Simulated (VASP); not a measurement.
A run of VASP 6.6.1 is set up as follows.

INCAR

```
ALGO = Normal ; EDIFF = 1E-7
ENCUT = 520 ; GGA = PE
ISIF = 2 ; ISMEAR = 0
LASPH = True ; LCHARG = True
LELF = True ; LREAL = False
LVHAR = True ; LWAVE = False
NBANDS = 15 ; NELM = 60
PREC = Accurate ; SIGMA = 0.01
```

KPOINTS

```
k-points
0
Gamma
  4 4 4
```

Contents of POSCAR:

```
KCl
1.0
    0.0000000000      3.0505028602      3.1718713392
    3.0505028602      0.0000000000      3.1718713392
    3.0505028602      3.0505028602      0.0000000000
K Cl
1 1
Direct
    0.0000000000      0.0000000000      0.0000000000
    0.5000000000      0.5000000000      0.5000000000
```

Potentials or basis: VASP PAW PBE potentials, release 64 (K_sv, Cl).

Command:

```sh
$ cat potpaw_PBE.64/K_sv/POTCAR potpaw_PBE.64/Cl/POTCAR > POTCAR
$ mpirun -np 1 vasp_std > vasp.out
```

Task: Predict the band gap on the k mesh.

Result: 5.36 eV.

Task: Predict the pressure.

Result: 2.1 GPa.

Stress tensor (GPa, compression positive):
```
2.72 0.00 0.00
0.00 2.72 0.00
0.00 0.00 0.87
```

Caveat: the k points lie up to 0.44 Å⁻¹ apart; the cell differs from its parent crystal (epitaxial xy strain -3.0%).
